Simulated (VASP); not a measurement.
# Os (P6_3/mmc) in VASP: a series of runs

Os is run at these levels: r2SCAN; tasks: single point, relaxation of shape and atoms at fixed volume.

All numbers are computed with VASP 6.6.1; they aren't measurements. Logs are shortened: lines on timing, memory, paths and dates and some standing lists are left out, and cuts for length are marked.

### Step 1. The cell of the first run

The structure is hexagonal, space group P6_3/mmc (No. 194). Conventional cell: a = 2.736 Å, b = 2.736 Å, c = 4.324 Å, α = 90.00°, β = 90.00°, γ = 120.00°. Os (site symmetry -6m2) has 12 Os at 2.68 to 2.74 Å within 3.5 Å.

### Step 2. Single point, r2SCAN (14.01 Å³/atom)

POSCAR

```
Os
1.0
    2.7357384578      0.0000000000      0.0000000000
   -1.3678692289      2.3692190026      0.0000000000
    0.0000000000      0.0000000000      4.3238367767
Os
2
Direct
    0.3333333333      0.6666666667      0.7500000000
    0.6666666667      0.3333333333      0.2500000000
```

INCAR.step1

```
PREC = Accurate
ENCUT = 520
ISMEAR = 0
SIGMA = 0.05
LREAL = False
LASPH = True
NELM = 60
NBANDS = 15
GGA = PE
ALGO = Normal
EDIFF = 1E-4
LWAVE = True
LCHARG = False
```

INCAR.step2

```
PREC = Accurate
ENCUT = 520
EDIFF = 1E-6
ISMEAR = 0
SIGMA = 0.05
LREAL = False
LASPH = True
NELM = 60
ALGO = Normal
ISIF = 2
LWAVE = False
LCHARG = False
METAGGA = R2SCAN
LMIXTAU = True
NBANDS = 15
ISTART = 1
```

KPOINTS

```
regular mesh
0
Gamma
  18 18 10
```

Potentials or basis: VASP PAW PBE potentials, release 64 (Os).

The run is started by

```bash
cat potpaw_PBE.64/Os/POTCAR > POTCAR
cp INCAR.step1 INCAR
mpirun -np 1 vasp_std > vasp.out
cp INCAR.step2 INCAR
mpirun -np 1 vasp_std > vasp.out
```

OUTCAR:

```text
PREC = Accurate
   ENCUT = 520
   EDIFF = 1E-6
   ISMEAR = 0
   LREAL = False
   LASPH = True
   NELM = 60
   ISIF = 2
   METAGGA = R2SCAN
   ISTART = 1

 ion  position               nearest neighbor table
   1  0.333  0.667  0.750-   2 2.68   2 2.68   2 2.68   2 2.68   2 2.68   2 2.68
   2  0.667  0.333  0.250-   1 2.68   1 2.68   1 2.68   1 2.68   1 2.68   1 2.68

  LATTYP: Found a hexagonal cell.
 ALAT       =     2.7357384578
 C/A-ratio  =     1.5805007838

  Lattice vectors:

 A1 = (   2.7357384578,   0.0000000000,   0.0000000000)
 A2 = (  -1.3678692289,   2.3692190026,   0.0000000000)
 A3 = (   0.0000000000,   0.0000000000,   4.3238367767)

Analysis of symmetry for initial positions (statically):
=====================================================================
 Subroutine PRICEL returns:
 Original cell was already a primitive cell.

 Routine SETGRP: Setting up the symmetry group for a
 hexagonal supercell.

 Subroutine GETGRP returns: Found 24 space group operations
 (whereof 12 operations were pure point group operations)
 out of a pool of 24 trial point group operations.

The static configuration has the point symmetry D_3d.
 The point group associated with its full space group is D_6h.

Analysis of symmetry for dynamics (positions and initial velocities):
=====================================================================
 Subroutine PRICEL returns:
 Original cell was already a primitive cell.

 Routine SETGRP: Setting up the symmetry group for a
 hexagonal supercell.

 Subroutine GETGRP returns: Found 24 space group operations
 (whereof 12 operations were pure point group operations)
 out of a pool of 24 trial point group operations.

The dynamic configuration has the point symmetry D_3d.
 The point group associated with its full space group is D_6h.

 Subroutine INISYM returns: Found 24 space group operations
 (whereof 12 operations are pure point group operations),
 and found     1 'primitive' translations

----------------------------------------------------------------------------------------

                                     Primitive cell

  volume of cell :      28.0252

  direct lattice vectors                    reciprocal lattice vectors
     2.735738458  0.000000000  0.000000000     0.365532018  0.211040009  0.000000000
    -1.367869229  2.369219003  0.000000000     0.000000000  0.422080018  0.000000000
     0.000000000  0.000000000  4.323836777     0.000000000  0.000000000  0.231276075

  length of vectors
     2.735738458  2.735738458  4.323836777     0.422080018  0.422080018  0.231276075

  position of ions in fractional coordinates (direct lattice)
     0.333333333  0.666666667  0.750000000
     0.666666667  0.333333333  0.250000000

  ion indices of the primitive-cell ions
   primitive index   ion index
                 1           1
                 2           2

----------------------------------------------------------------------------------------

 KPOINTS: regular mesh

Automatic generation of k-mesh.
 Grid dimensions read from file:
 generate k-points for:   18   18   10

 Generating k-lattice:

  Cartesian coordinates                     Fractional coordinates (reciprocal lattice)
     0.020307334  0.011724445  0.000000000     0.055555556  0.000000000  0.000000000
     0.000000000  0.023448890  0.000000000     0.000000000  0.055555556  0.000000000
     0.000000000  0.000000000  0.023127608     0.000000000  0.000000000  0.100000000

  Length of vectors
     0.023448890  0.023448890  0.023127608

  Shift w.r.t. Gamma in fractional coordinates (k-lattice)
     0.000000000  0.000000000  0.000000000

 Subroutine IBZKPT returns following result:
 ===========================================

 Found    222 irreducible k-points:

 Following reciprocal coordinates:
            Coordinates               Weight
  0.000000  0.000000  0.000000      1.000000
  0.055556  0.000000  0.000000      6.000000
  0.111111  0.000000  0.000000      6.000000
  0.166667 -0.000000  0.000000      6.000000
  0.222222  0.000000  0.000000      6.000000
  0.277778  0.000000  0.000000      6.000000
[... 16 lines left out ...]
  0.333333  0.111111  0.000000     12.000000
  0.388889  0.111111  0.000000     12.000000
 [... further k-points ...]
   k-points           NKPTS =    222   k-points in BZ     NKDIM =    222   number of bands    NBANDS=     15
   number of dos      NEDOS =    301   number of ions     NIONS =      2
   total plane-waves  NPLWV =  12800
   dimension x,y,z NGX =    20 NGY =   20 NGZ =   32
   dimension x,y,z NGXF=    40 NGYF=   40 NGZF=   64
   ions per type =               2
   NGX,Y,Z   is equivalent  to a cutoff of  12.15, 12.15, 12.30 a.u.
   NGXF,Y,Z  is equivalent  to a cutoff of  24.31, 24.31, 24.61 a.u.
 SYSTEM =  unknown system
   PREC   = accura    normal or accurate (medium, high low for compatibility)
   ISTART =      1    job   : 0-new  1-cont  2-samecut
   ICHARG =      0    charge: 1-file 2-atom 10-const
   ISPIN  =      1    spin polarized calculation?
   LNONCOLLINEAR =      F non collinear calculations
   LSORBIT =      F    spin-orbit coupling
   LASPH  =      T    aspherical Exc in radial PAW
   ENCUT  =  520.0 eV  38.22 Ry    6.18 a.u.   5.09  5.09  8.04*2*pi/ulx,y,z
   NELM   =     60;   NELMIN=  2; NELMDL=  0     # of ELM steps
   EDIFF  = 0.1E-05   stopping-criterion for ELM
   LREAL  =      F    real-space projection
   EDIFFG = 0.1E-04   stopping-criterion for IOM
   NSW    =      0    number of steps for IOM
   IBRION =     -1    ionic relax: 0-MD 1-quasi-New 2-CG
   NFREE  =      0    steps in history (QN), initial steepest desc. (CG)
   ISIF   =      2    stress and relaxation
   ISYM   =      2    0-nonsym 1-usesym 2-fastsym
   POTIM  = 0.5000    time-step for ionic-motion
   TEBEG  =    0.0;   TEEND  =   0.0 temperature during run
   PSTRESS=    0.0 pullay stress
   NELECT =      16.0000    total number of electrons
   NUPDOWN=      -1.0000    fix difference up-down
   EMIN   =  10.00;   EMAX   =-10.00  energy-range for DOS
   EFERMI =   0.00;   METHOD = LEGACY
   ISMEAR =     0;   SIGMA  =   0.05  broadening in eV -4-tet -1-fermi 0-gaus
   EFERMI_NEDOS =   21; number of points for ismear=-14 and -15
   IALGO  =     38    algorithm
   IMIX   =      4    mixing-type and parameters
     AMIX     =   0.40;   BMIX     =  1.00
     AMIX_MAG =   1.60;   BMIX_MAG =  1.00
  volume/ion in A,a.u.               =      14.01        94.56
  Fermi-wavevector in a.u.,A,eV,Ry     =   1.358100  2.566437 25.095076  1.844436
  Thomas-Fermi vector in A             =   2.484962
   LORBIT       =      0    0 simple, 1 ext, 2 COOP (PROOUT), +10 PAW based schemes
   METAGGA = R2SCAN    functional components
   LHFCALC =     F    Hartree Fock is set to
   AEXX    =    0.0000 exact exchange contribution
   IVDW    =     0    specifies the selected vdW correction
   LEPSILON=     F    determine dielectric tensor
   LRPA    =     F    only Hartree local field effects (RPA)
 non-spin polarized calculation
 Gauss-broadening in eV      SIGMA  =   0.05
  energy-cutoff  :      520.00
  volume of cell :       28.03
 maximum number of plane-waves:       774
   NGX = 11   NGY = 11   NGZ = 17

 number of electron      15.9999999 magnetization

 Free energy of the ion-electron system (eV)
  ---------------------------------------------------
  ext. energy  EPLUGINS =         0.00000000
  ---------------------------------------------------
  free energy    TOTEN  =      -106.00404241 eV

  energy without entropy =     -106.00223589  energy(sigma->0) =     -106.00313915

 E-fermi :   9.2331     XC(G=0): -15.3799

 val. band max:        9.2266197631   @ k =   0.4444   0.1111   0.4000
 cond. band min:       9.2393386262   @ k =   0.0000   0.0000   0.0000
 fundamental gap:      0.0127188631
 Fermi energy:         9.2331467999

 k-point     1 :       0.0000    0.0000    0.0000
  band No.  band energies     occupation
      1      -2.1820      2.00000
      2       1.1143      2.00000
      3       6.0703      2.00000
      4       6.0703      2.00000
      5       6.3303      2.00000
      6       6.9339      2.00000
      7       6.9339      2.00000
      8       7.6038      2.00000
      9       7.6038      2.00000
     10       9.2393      0.86098
     11      10.9827      0.00000
     12      10.9827      0.00000
     13      18.7759      0.00000
     14      24.0195      0.00000
     15      26.8090      0.00000

 k-point     2 :       0.0556    0.0000    0.0000
  band No.  band energies     occupation
      1      -2.0508      2.00000
      2       1.2311      2.00000
      3       5.7668      2.00000
      4       6.1851      2.00000
      5       6.5972      2.00000
      6       6.8545      2.00000
      7       7.0410      2.00000
      8       7.4476      2.00000
      9       7.5106      2.00000
     10       8.6125      2.00000
     11      11.0469      0.00000
     12      11.7993      0.00000
     13      18.7658      0.00000
     14      24.2897      0.00000
     15      26.9806      0.00000

 k-point     3 :       0.1111    0.0000    0.0000
  band No.  band energies     occupation
      1      -1.6681      2.00000
      2       1.5579      2.00000
      3       5.3238      2.00000
      4       6.5249      2.00000
      5       6.6112      2.00000
      6       6.8160      2.00000
      7       7.0091      2.00000
      8       7.2633      2.00000
      9       7.3569      2.00000
     10       7.9476      2.00000
     11      11.2099      0.00000
     12      13.2049      0.00000
     13      18.7165      0.00000
     14      25.0210      0.00000
     15      27.4305      0.00000

 k-point     4 :       0.1667   -0.0000    0.0000
  band No.  band energies     occupation
      1      -1.0685      2.00000
      2       2.0087      2.00000
      3       4.9017      2.00000
      4       5.8475      2.00000
      5       6.3304      2.00000
      6       6.9292      2.00000
      7       7.0759      2.00000
      8       7.4877      2.00000
      9       7.5945      2.00000
     10       7.8659      2.00000
     11      11.4128      0.00000
     12      14.7308      0.00000
     13      18.5973      0.00000
     14      25.7586      0.00000
     15      27.6582      0.00000
[... 307 lines left out ...]
 k-point    22 :       0.2778    0.1111    0.0000
  band No.  band energies     occupation
      1       1.5194      2.00000
      2       2.6198      2.00000
      3       3.3377      2.00000
      4       4.6079      2.00000
      5       5.6418      2.00000
      6       6.4573      2.00000
      7       6.9192      2.00000
      8       9.1760      1.89373
      9      10.1164      0.00000
     10      11.1603      0.00000
     11      11.7242      0.00000
     12      18.2474      0.00000
     13      19.8232      0.00000
     14      20.5064      0.00000
     15      22.7949      0.00000

 k-point    23 :       0.3333    0.1111    0.0000
  band No.  band energies     occupation
      1       1.9742      2.00000
      2       2.3739      2.00000
      3       2.8859      2.00000
      4       5.0869      2.00000
      5       5.5258      2.00000
      6       6.6599      2.00000
      7       6.8949      2.00000
      8      10.0348      0.00000
      9      10.8646      0.00000
     10      11.7780      0.00000
     11      12.2408      0.00000
     12      18.2118      0.00000
     13      18.7320      0.00000
     14      21.0761      0.00000
     15      21.3829      0.00000

 k-point    24 :       0.3889    0.1111    0.0000
  band No.  band energies     occupation
      1       2.1339      2.00000
      2       2.2474      2.00000
      3       2.6089      2.00000
      4       5.4716      2.00000
      5       5.5603      2.00000
      6       6.4769      2.00000
      7       7.2310      2.00000
      8      10.8779      0.00000
      9      11.3286      0.00000
     10      11.8079      0.00000
     11      13.3007      0.00000
     12      16.5018      0.00000
     13      19.1559      0.00000
     14      20.3011      0.00000
     15      21.9947      0.00000

 [... further k-points ...]

------------------------ aborting loop because EDIFF is reached ----------------------------------------

  FORCE on cell =-STRESS in cart. coord.  units (eV):
  Direction    XX          YY          ZZ          XY          YZ          ZX
  --------------------------------------------------------------------------------------
  -------------------------------------------------------------------------------------
  Total        0.1743742      0.1743742      0.1762881     -0.0000000      0.0000000      0.0000000
  in kB        9.9688187      9.9688187     10.0782329     -0.0000000      0.0000000      0.0000000
  external PRESSURE =      10.0052901 kB  Pullay stress =       0.0000000 kB

 VOLUME and BASIS-vectors are now :
 -----------------------------------------------------------------------------
  energy-cutoff  :      520.00
  volume of cell :       28.03
      direct lattice vectors                 reciprocal lattice vectors
     2.735738458  0.000000000  0.000000000     0.365532018  0.211040009  0.000000000
    -1.367869229  2.369219003  0.000000000     0.000000000  0.422080018  0.000000000
     0.000000000  0.000000000  4.323836777     0.000000000  0.000000000  0.231276075

 POSITION                                       TOTAL-FORCE (eV/Angst)
 -----------------------------------------------------------------------------------
     -0.00000      1.57948      3.24288        -0.000000      0.000000      0.000000
      1.36787      0.78974      1.08096         0.000000     -0.000000      0.000000
 -----------------------------------------------------------------------------------
    total drift:                               -0.000000      0.000000     -0.000000

  FREE ENERGIE OF THE ION-ELECTRON SYSTEM (eV)
  ---------------------------------------------------
  free  energy   TOTEN  =      -106.0040424104 eV

  energy  without entropy=     -106.0022358939  energy(sigma->0) =     -106.00313915
```

Wall time 1.9 min (1 thread of AMD EPYC 9R45 (Zen 5), shared host); peak memory 0.17 GiB.

What came out:

| Property | Result |
| --- | --- |
| Free energy | -106.0040 eV |
| Pressure | 1.0 GPa |
| Band gap on the k mesh | zero (bands 8 and 9 overlap by 4.07 eV) |

Caveat: the PAW data sets were made with another functional, which shifts forces and pressure a little; spin-orbit coupling is left out, which moves the levels of the heavy elements.

### Step 3. Single point, r2SCAN

This run uses another cell than the first one, of 14.27 Å³/atom.

POSCAR

```
Os
1.0
    2.7534231037      0.0000000000      0.0000000000
   -1.3767115518      2.3845343552      0.0000000000
    0.0000000000      0.0000000000      4.3469434600
Os
2
Direct
    0.3333333333      0.6666666667      0.7500000000
    0.6666666667      0.3333333333      0.2500000000
```

INCAR.step1

```
ALGO = Normal
EDIFF = 1E-4
ENCUT = 520
GGA = PE
ISMEAR = 0
LASPH = T
LCHARG = F
LREAL = F
LWAVE = T
NBANDS = 15
NELM = 60
PREC = Accurate
SIGMA = 0.05
```

INCAR.step2

```
ALGO = Normal
EDIFF = 1E-6
ENCUT = 520
ISIF = 2
ISMEAR = 0
ISTART = 1
LASPH = T
LCHARG = T
LELF = T
LMIXTAU = T
LREAL = F
LVHAR = T
LWAVE = F
METAGGA = R2SCAN
NBANDS = 15
NELM = 60
PREC = Accurate
SIGMA = 0.05
```

KPOINTS

```
k-points
0
Gamma
  18 18 10
```

Potentials or basis: VASP PAW PBE potentials, release 64 (Os).

The run is started by

```bash
cat potpaw_PBE.64/Os/POTCAR > POTCAR
cp INCAR.step1 INCAR
mpirun -np 1 vasp_std > vasp.out
cp INCAR.step2 INCAR
mpirun -np 1 vasp_std > vasp.out
```

Run time: 1.9 min. Hardware: 1 thread of AMD EPYC 9R45 (Zen 5), shared host; peak memory 0.18 GiB.

It converged, with:

- Free energy: -105.9950 eV
- Pressure: -6.7 GPa
- Band gap on the k mesh: zero (bands 8 and 9 overlap by 3.95 eV)

Stress tensor (GPa, compression positive):
```
-6.70  0.00  0.00
 0.00 -6.70  0.00
 0.00  0.00 -6.60
```

Levels at points of the mesh, in eV from the Fermi level:
```tsv
k point	band 4	band 5	band 6	band 7	band 8	band 9	band 10	band 11	band 12	band 13
(0.00, 0.00, 0.00)	-3.08	-2.81	-2.24	-2.24	-1.60	-1.60	0.02	1.70	1.70	9.33
(0.50, 0.00, 0.00)	-3.60	-2.99	-2.64	-1.90	2.03	2.59	2.71	4.46	5.82	9.69
(0.00, 0.00, 0.50)	-3.62	-3.29	-3.29	-3.29	-3.29	0.89	0.89	0.89	0.89	14.44
(0.50, 0.00, 0.50)	-5.41	-1.23	-1.23	-0.18	-0.18	2.37	2.37	3.34	3.34	9.39
```

Caveat: the cell stands under tension; the PAW data sets were made with another functional, which shifts forces and pressure a little; spin-orbit coupling is left out, which moves the levels of the heavy elements.

### Step 4. Relaxation of shape and atoms at fixed volume, r2SCAN (13.56 Å³/atom)

This run uses another cell than the first one, of 13.56 Å³/atom.

POSCAR

```
Os
1.0
    2.7070119060      0.0000000000      0.0000000000
   -1.3535059530      2.3443410789      0.0000000000
    0.0000000000      0.0000000000      4.2736721738
Os
2
Direct
    0.3333333333      0.6666666667      0.7500000000
    0.6666666667      0.3333333333      0.2500000000
```

INCAR.step1

```
SYSTEM = Os
PREC = Accurate
ENCUT = 600
ISMEAR = 0
SIGMA = 0.05
LREAL = .False.
LASPH = .True.
NELM = 80
GGA = PE
ALGO = Normal
EDIFF = 1E-4
LWAVE = .True.
LCHARG = .False.
```

INCAR.step2

```
SYSTEM = Os
PREC = Accurate
ENCUT = 600
EDIFF = 1E-6
ISMEAR = 0
SIGMA = 0.05
LREAL = .False.
LASPH = .True.
NELM = 80
ALGO = Normal
ISIF = 4
LWAVE = .False.
LCHARG = .False.
METAGGA = R2SCAN
LMIXTAU = .True.
IBRION = 2
NSW = 60
EDIFFG = -0.04
ISTART = 1
```

KPOINTS

```
regular mesh
0
Gamma
  18 18 10
  0 0 0
```

The run is started by

```bash
cat potpaw_PBE.64/Os/POTCAR > POTCAR
cp INCAR.step1 INCAR
mpirun -np 1 vasp_std > vasp.out
cp INCAR.step2 INCAR
mpirun -np 1 vasp_std > vasp.out
```

It took 7.2 min on 1 thread of AMD EPYC 9R45 (Zen 5), shared host; peak memory 0.2 GiB.

It converged, with:

* Free energy: -105.9554 eV
* Energy gained by relaxing: 0.1 meV/atom
* Ionic steps: 3
* Pressure after relaxing: 16.8 GPa
* Band gap on the k mesh: zero (bands 8 and 9 overlap by 4.31 eV)

The path:
```tsv
step	energy change (eV)	largest force (eV/Å)	pressure (GPa)	volume (Å³)
1	0.0000	0.0000	16.82	27.12
2	0.0006	0.0000	16.67	27.12
3	-0.0003	0.0000	16.76	27.12
```

Final structure:
```xyz
2
Lattice="2.7046 0.0000 0.0000 -1.3523 2.3422 0.0000 0.0000 0.0000 4.2814" Properties=species:S:1:pos:R:3 pbc="T T T"
Os    0.0000    1.5615    3.2111
Os    1.3523    0.7807    1.0704
```

Levels at points of the mesh, in eV from the Fermi level:
```csv
k point,band 5,band 6,band 7,band 8,band 9,band 10,band 11,band 12
"(0.00, 0.00, 0.00)",-3.07,-2.41,-2.41,-1.69,-1.69,-0.01,1.84,1.84
"(0.50, 0.00, 0.00)",-3.12,-2.83,-2.05,2.25,2.85,2.95,4.82,6.24
"(0.00, 0.00, 0.50)",-3.53,-3.53,-3.53,-3.53,0.98,0.98,0.98,0.98
"(0.50, 0.00, 0.50)",-1.31,-1.31,-0.18,-0.18,2.61,2.61,3.59,3.59
```

Caveat: the PAW data sets were made with another functional, which shifts forces and pressure a little; spin-orbit coupling is left out, which moves the levels of the heavy elements.

### Step 5. Overview

| task | cell | cutoff (eV) | gap on the mesh (eV) | pressure (GPa) |
| --- | --- | --- | --- | --- |
| single point | a = 2.736, b = 2.736, c = 4.324 Å, angles 90.0, 90.0, 120.0°, 2 atoms | 520 | none | 1.0 |
| single point | a = 2.753, b = 2.753, c = 4.347 Å, angles 90.0, 90.0, 120.0°, 2 atoms | 520 | none | -6.7 |
| relaxation of shape and atoms at fixed volume | relaxed from a = 2.707, b = 2.707, c = 4.274 Å, angles 90.0, 90.0, 120.0°, 2 atoms | 600 | none | 16.8 |

Alike in all rows: level r2SCAN; potentials or basis VASP PAW PBE potentials, release 64 (Os); no spin polarisation; k mesh 18 × 18 × 10; smearing gaussian 0.05 eV.

Caveats: the PAW data sets were made with another functional, which shifts forces and pressure a little; spin-orbit coupling is left out, which moves the levels of the heavy elements; the cell stands under tension (at least some runs).

Absolute energies hang on the potentials; compare differences alone.
